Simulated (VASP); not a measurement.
# Si16C (a cell with a defect) in VASP: single point with PBE+D3(BJ)

Aim: the single point of Si16C (a cell with a defect) with PBE+D3(BJ).

Program: VASP 6.6.1. These are calculated values, not measurements. Logs are shortened: lines on timing, memory, paths and dates and some standing lists are left out, and cuts for length are marked.

## Step 1: The cell of the first run

The cell holds a defect, 17 atoms: a = 7.679 Å, b = 7.679 Å, c = 7.679 Å, α = 60.00°, β = 60.00°, γ = 60.00°.

## Step 2: Single point, PBE+D3(BJ), collinear spin

The input, INCAR:

```
SYSTEM = Si16C
ALGO     = Normal         ! electronic algorithm
EDIFF    = 1E-6           ! SCF threshold, eV
ENCUT    = 520            ! plane-wave cutoff, eV
GGA      = PE             ! functional
ISIF     = 2              ! what is computed and relaxed
ISMEAR   = 0              ! smearing method
ISPIN    = 2              ! spin polarisation
IVDW     = 12             ! dispersion correction
LASPH    = .TRUE.         ! aspherical terms in the spheres
LCHARG   = .TRUE.         ! write CHGCAR
LELF     = .TRUE.         ! ELF
LORBIT   = 11             ! projections on sites
LREAL    = Auto         
LVHAR    = .TRUE.       
LWAVE    = .FALSE.        ! write WAVECAR
MAGMOM   = 0 0 0 0 0 0 0 0 0 0 0 0 0 0 0 0 1 ! initial moments
NBANDS   = 52             ! bands
NELM     = 150            ! most SCF steps
PREC     = Accurate       ! precision mode
SIGMA    = 0.02           ! smearing width, eV
```

The input, KPOINTS:

```
k-points
0
G
  2 2 2
  0 0 0
```

The input, POSCAR:

```
Si16C
1.0
    0.0000000000      5.4300000000      5.4300000000
    5.4300000000      0.0000000000      5.4300000000
    5.4300000000      5.4300000000      0.0000000000
Si C
16 1
Direct
   -0.0199574768      0.0192484126      0.0204170735
    0.1125751514      0.1398481268      0.1402532505
   -0.0233067959      0.0151422746      0.5137348424
    0.1310488857      0.0844601586      0.6531134332
   -0.0233114900      0.5133720125      0.0149224488
    0.1316035308      0.6521942226      0.0842318276
    0.0695392786      0.4308674215      0.4310498482
    0.0779359154      0.6473119079      0.6469608226
    0.4861422759      0.0135403643      0.0136251284
    0.6071558511      0.1396437978      0.1400579149
    0.4941808849      0.0148370874      0.5135642438
    0.6032255984      0.1532083693      0.6395667644
    0.4947253798      0.5131985039      0.0146372192
    0.6032450249      0.6394747673      0.1532360305
    0.4719300537      0.5276424312      0.5276107438
    0.6273913503      0.6470508290      0.6467113116
    0.9066563618      0.5945040228      0.5916211367
```

Potentials or basis: VASP PAW PBE potentials, release 64 (Si, C).

Started as:

```bash
$ cat potpaw_PBE.64/Si/POTCAR potpaw_PBE.64/C/POTCAR > POTCAR
$ mpirun -np 1 vasp_std > vasp.out
```

OUTCAR:

```text
SYSTEM = Si16C
   EDIFF = 1E-6
   ENCUT = 520
   GGA = PE
   ISIF = 2
   ISMEAR = 0
   ISPIN = 2
   IVDW = 12
   LASPH = .TRUE.
   LORBIT = 11
   LREAL = Auto
   NELM = 150
   PREC = Accurate
 IVDW          = 12

 ion  position               nearest neighbor table
   1  0.980  0.019  0.020-   6 2.33   4 2.33  10 2.34   2 2.34
   2  0.113  0.140  0.140-   1 2.34   9 2.34   3 2.34   5 2.34
   3  0.977  0.015  0.514-   4 2.30   8 2.31   2 2.34  12 2.34
   4  0.131  0.084  0.653-   7 2.28   3 2.30  11 2.30   1 2.33
   5  0.977  0.513  0.015-   6 2.30   8 2.31   2 2.34  14 2.34
   6  0.132  0.652  0.084-   7 2.29   5 2.30  13 2.30   1 2.33
   7  0.070  0.431  0.431-  17 1.76   4 2.28   6 2.29   8 2.91  16 2.92
   8  0.078  0.647  0.647-  17 1.83   3 2.31   5 2.31  15 2.48   7 2.91
   9  0.486  0.014  0.014-  10 2.34   2 2.34  12 2.35  14 2.35
  10  0.607  0.140  0.140-   1 2.34   9 2.34  11 2.34  13 2.34
  11  0.494  0.015  0.514-   4 2.30  16 2.31  10 2.34  12 2.34
  12  0.603  0.153  0.640-  11 2.34   3 2.34   9 2.35  15 2.35
  13  0.495  0.513  0.015-   6 2.30  16 2.31  10 2.34  14 2.34
  14  0.603  0.639  0.153-  13 2.34   5 2.34   9 2.35  15 2.35
  15  0.472  0.528  0.528-  14 2.35  12 2.35   8 2.48  16 2.48
  16  0.627  0.647  0.647-  17 1.83  11 2.31  13 2.31  15 2.48   7 2.92
  17  0.907  0.595  0.592-   7 1.76  16 1.83   8 1.83

  LATTYP: Found a face centered cubic cell.
 ALAT       =    10.8600000000

  Lattice vectors:

 A1 = (   0.0000000000,   5.4300000000,   5.4300000000)
 A2 = (   5.4300000000,   0.0000000000,   5.4300000000)
 A3 = (   5.4300000000,   5.4300000000,   0.0000000000)

Analysis of symmetry for initial positions (statically):
=====================================================================
 Subroutine PRICEL returns:
 Original cell was already a primitive cell.

 Routine SETGRP: Setting up the symmetry group for a
 face centered cubic supercell.

 Subroutine GETGRP returns: Found  1 space group operations
 (whereof  1 operations were pure point group operations)
 out of a pool of 48 trial point group operations.

The static configuration has the point symmetry C_1 .

Analysis of symmetry for dynamics (positions and initial velocities):
=====================================================================
 Subroutine PRICEL returns:
 Original cell was already a primitive cell.

 Routine SETGRP: Setting up the symmetry group for a
 face centered cubic supercell.

 Subroutine GETGRP returns: Found  1 space group operations
 (whereof  1 operations were pure point group operations)
 out of a pool of 48 trial point group operations.

The dynamic configuration has the point symmetry C_1 .

Analysis of structural, dynamic, and magnetic symmetry:
=====================================================================
 Subroutine PRICEL returns:
 Original cell was already a primitive cell.

 Routine SETGRP: Setting up the symmetry group for a
 face centered cubic supercell.

 Subroutine GETGRP returns: Found  1 space group operations
 (whereof  1 operations were pure point group operations)
 out of a pool of 48 trial point group operations.

The overall configuration has the point symmetry C_1 .

 Subroutine INISYM returns: Found  1 space group operations
 (whereof  1 operations are pure point group operations),
 and found     1 'primitive' translations

----------------------------------------------------------------------------------------

                                     Primitive cell

  volume of cell :     320.2060

  direct lattice vectors                    reciprocal lattice vectors
     0.000000000  5.430000000  5.430000000    -0.092081031  0.092081031  0.092081031
     5.430000000  0.000000000  5.430000000     0.092081031 -0.092081031  0.092081031
     5.430000000  5.430000000  0.000000000     0.092081031  0.092081031 -0.092081031

  length of vectors
     7.679179644  7.679179644  7.679179644     0.159489025  0.159489025  0.159489025

  position of ions in fractional coordinates (direct lattice)
     0.980042523  0.019248413  0.020417073
     0.112575151  0.139848127  0.140253251
     0.976693204  0.015142275  0.513734842
     0.131048886  0.084460159  0.653113433
     0.976688510  0.513372012  0.014922449
     0.131603531  0.652194223  0.084231828
[... 9 lines left out ...]
     0.627391350  0.647050829  0.646711312
     0.906656362  0.594504023  0.591621137

  ion indices of the primitive-cell ions
   primitive index   ion index
                 1           1
                 2           2
                 3           3
                 4           4
                 5           5
                 6           6
[... 9 lines left out ...]
                16          16
[... 30 lines left out ...]
  0.000000  0.000000  0.000000      1.000000
  0.500000  0.000000  0.000000      1.000000
  0.000000  0.500000  0.000000      1.000000
  0.000000  0.000000  0.500000      1.000000
  0.500000  0.500000  0.500000      1.000000
  0.500000  0.500000  0.000000      1.000000
  0.000000  0.500000  0.500000      1.000000
  0.500000  0.000000  0.500000      1.000000
   k-points           NKPTS =      8   k-points in BZ     NKDIM =      8   number of bands    NBANDS=     52
   number of dos      NEDOS =    301   number of ions     NIONS =     17
   total plane-waves  NPLWV = 216000
   dimension x,y,z NGX =    60 NGY =   60 NGZ =   60
   dimension x,y,z NGXF=   120 NGYF=  120 NGZF=  120
   ions per type =              16   1
   NGX,Y,Z   is equivalent  to a cutoff of  12.99, 12.99, 12.99 a.u.
   NGXF,Y,Z  is equivalent  to a cutoff of  25.98, 25.98, 25.98 a.u.
 SYSTEM =  Si16C
   PREC   = accura    normal or accurate (medium, high low for compatibility)
   ISTART =      0    job   : 0-new  1-cont  2-samecut
   ICHARG =      2    charge: 1-file 2-atom 10-const
   ISPIN  =      2    spin polarized calculation?
   LNONCOLLINEAR =      F non collinear calculations
   LSORBIT =      F    spin-orbit coupling
   LASPH  =      T    aspherical Exc in radial PAW
   ENCUT  =  520.0 eV  38.22 Ry    6.18 a.u.  14.28 14.28 14.28*2*pi/ulx,y,z
   NELM   =    150;   NELMIN=  2; NELMDL= -5     # of ELM steps
   EDIFF  = 0.1E-05   stopping-criterion for ELM
   LREAL  =      T    real-space projection
   EDIFFG = 0.1E-04   stopping-criterion for IOM
   NSW    =      0    number of steps for IOM
   IBRION =     -1    ionic relax: 0-MD 1-quasi-New 2-CG
   NFREE  =      0    steps in history (QN), initial steepest desc. (CG)
   ISIF   =      2    stress and relaxation
   ISYM   =      2    0-nonsym 1-usesym 2-fastsym
   POTIM  = 0.5000    time-step for ionic-motion
   TEBEG  =    0.0;   TEEND  =   0.0 temperature during run
   PSTRESS=    0.0 pullay stress
   NELECT =      68.0000    total number of electrons
   NUPDOWN=      -1.0000    fix difference up-down
   EMIN   =  10.00;   EMAX   =-10.00  energy-range for DOS
   EFERMI =   0.00;   METHOD = LEGACY
   ISMEAR =     0;   SIGMA  =   0.02  broadening in eV -4-tet -1-fermi 0-gaus
   EFERMI_NEDOS =   21; number of points for ismear=-14 and -15
   IALGO  =     38    algorithm
   IMIX   =      4    mixing-type and parameters
     AMIX     =   0.40;   BMIX     =  1.00
     AMIX_MAG =   1.60;   BMIX_MAG =  1.00
  volume/ion in A,a.u.               =      18.84       127.11
  Fermi-wavevector in a.u.,A,eV,Ry     =   0.976715  1.845724 12.979587  0.953973
  Thomas-Fermi vector in A             =   2.107356
   LORBIT       =     11    0 simple, 1 ext, 2 COOP (PROOUT), +10 PAW based schemes
   GGA     = PE    functional components
   LHFCALC =     F    Hartree Fock is set to
   AEXX    =    0.0000 exact exchange contribution
   IVDW    =    12    specifies the selected vdW correction
   LEPSILON=     F    determine dielectric tensor
   LRPA    =     F    only Hartree local field effects (RPA)
 spin polarized calculation
 Gauss-broadening in eV      SIGMA  =   0.02
  energy-cutoff  :      520.00
  volume of cell :      320.21
 maximum number of plane-waves:      8646
 NGX is ok and might be reduce to    60
   NGX = 29   NGY = 29   NGZ = 29

 number of electron      68.0000000 magnetization       0.2500008

 Free energy of the ion-electron system (eV)
  ---------------------------------------------------
  ext. energy  EPLUGINS =         0.00000000
  ---------------------------------------------------
  free energy    TOTEN  =       -91.11331747 eV

  energy without entropy =      -91.11281435  energy(sigma->0) =      -91.11306591

 E-fermi :   6.4346     XC(G=0):  -9.5542

 val. band max:        6.4125498335   @ k =   0.0000   0.0000   0.5000
 cond. band min:       6.4582982855   @ k =   0.5000   0.5000   0.5000
 fundamental gap:      0.0457484520
 Fermi energy:         6.4346220616

 spin component 1

 k-point     1 :       0.0000    0.0000    0.0000
  band No.  band energies     occupation
      1      -7.0062      1.00000
      2      -5.3382      1.00000
      3      -3.8410      1.00000
      4      -3.8224      1.00000
      5      -3.7965      1.00000
      6      -2.9396      1.00000
[... 381 lines left out ...]
     45      10.0951      0.00000
     46      10.1032      0.00000
 Fermi energy:         6.4346220616

 spin component 2

 k-point     1 :       0.0000    0.0000    0.0000
  band No.  band energies     occupation
      1      -6.9442      1.00000
      2      -5.3060      1.00000
      3      -3.8255      1.00000
      4      -3.8081      1.00000
      5      -3.7866      1.00000
      6      -2.9245      1.00000
[... 381 lines left out ...]
     45      10.1127      0.00000
     46      10.1153      0.00000
 [bands above 46 left out]

------------------------ aborting loop because EDIFF is reached ----------------------------------------

 Edisp (eV)   -5.32782

 E8    (eV) :    -2.1866

  FORCE on cell =-STRESS in cart. coord.  units (eV):
  Direction    XX          YY          ZZ          XY          YZ          ZX
  --------------------------------------------------------------------------------------
  -------------------------------------------------------------------------------------
  Total       8.66986     1.42368     1.42119     0.00127    -2.48201    -0.00965
  in kB      43.38038     7.12352     7.11102     0.00638   -12.41896    -0.04826
  external pressure =       19.20 kB  Pullay stress =        0.00 kB

 VOLUME and BASIS-vectors are now :
 -----------------------------------------------------------------------------
  energy-cutoff  :      520.00
  volume of cell :      320.21
      direct lattice vectors                 reciprocal lattice vectors
     0.000000000  5.430000000  5.430000000    -0.092081031  0.092081031  0.092081031
     5.430000000  0.000000000  5.430000000     0.092081031 -0.092081031  0.092081031
     5.430000000  5.430000000  0.000000000     0.092081031  0.092081031 -0.092081031

 POSITION                                       TOTAL-FORCE (eV/Angst)
 -----------------------------------------------------------------------------------
      0.21538      5.43250      5.42615         0.000214      0.000810      0.003031
      1.52095      1.37286      1.37066        -0.004429     -0.002782     -0.001879
      2.87180      8.09302      5.38567         0.000913     -0.000077      0.003116
      4.00502      4.25800      1.17021        -0.004167     -0.002308      0.003006
      2.86864      5.38445      8.09103        -0.000875      0.000973      0.002483
      3.99879      1.17199      4.25602        -0.007322      0.002968     -0.002433
[... 9 lines left out ...]
      7.02513      6.91838      6.92022         0.002912      0.003491      0.000230
      6.44066      8.13565      8.15130         0.011767      0.010355     -0.002972
 -----------------------------------------------------------------------------------
    total drift:                               -0.014091      0.004926     -0.004330

  FREE ENERGIE OF THE ION-ELECTRON SYSTEM (eV)
  ---------------------------------------------------
  free  energy   TOTEN  =       -96.4411424099 eV

  energy  without entropy=      -96.4406392862  energy(sigma->0) =      -96.44089085

 total charge

# of ion       s       p       d       tot
------------------------------------------
    1        0.742   0.955   0.000   1.698
    2        0.740   0.958   0.000   1.698
    3        0.751   0.958   0.000   1.709
    4        0.756   0.967   0.000   1.723
    5        0.751   0.958   0.000   1.709
    6        0.756   0.967   0.000   1.722
[... 9 lines left out ...]
   16        0.747   0.931   0.000   1.678
   17        0.881   1.616   0.000   2.497
--------------------------------------------------
tot         12.879  16.820   0.000  29.698

 magnetization (x)

# of ion       s       p       d       tot
------------------------------------------
    1       -0.000  -0.000   0.000  -0.001
    2       -0.000   0.000   0.000   0.000
    3        0.001   0.005   0.000   0.006
    4        0.001   0.008   0.000   0.009
    5        0.001   0.005   0.000   0.006
    6        0.001   0.007   0.000   0.009
[... 9 lines left out ...]
   16       -0.001   0.002   0.000   0.001
   17        0.003   0.058   0.000   0.061
--------------------------------------------------
tot          0.007   0.097   0.000   0.105
```

Wall time 15 min (1 thread of Oxide Virtual Turin-like, shared host); peak memory 0.68 GiB.

Results:

| Quantity | Value |
| --- | --- |
| Free energy | -96.4411 eV |
| Pressure | 1.9 GPa |
| Largest force | 0.016 eV/Å |
| Net moment | 0.25 μB per cell |
| Site moments | Si -0.00, +0.00, +0.01 (each value once); C +0.06 μB |
| Valence electrons inside the program's atomic spheres | Si 1.70, 1.71, 1.72, 1.68, 1.65 (each value once); C 2.50 |
| Dispersion energy per atom | -0.313 eV |

Forces in eV/Å, atoms in the order of the input:
```
Si   0.000  0.001  0.003
Si  -0.004 -0.003 -0.002
Si   0.001  0.000  0.003
Si  -0.004 -0.002  0.003
Si  -0.001  0.001  0.002
Si  -0.007  0.003 -0.002
Si  -0.009 -0.005 -0.003
Si   0.004  0.002 -0.003
Si  -0.002 -0.002 -0.001
Si   0.002 -0.001  0.001
Si   0.005 -0.006  0.002
Si   0.002  0.005 -0.003
Si   0.002 -0.001 -0.003
Si   0.001 -0.004  0.006
Si  -0.002 -0.002 -0.001
Si   0.003  0.003  0.000
C    0.012  0.010 -0.003
```

Caveat: the k points lie up to 0.50 Å⁻¹ apart.
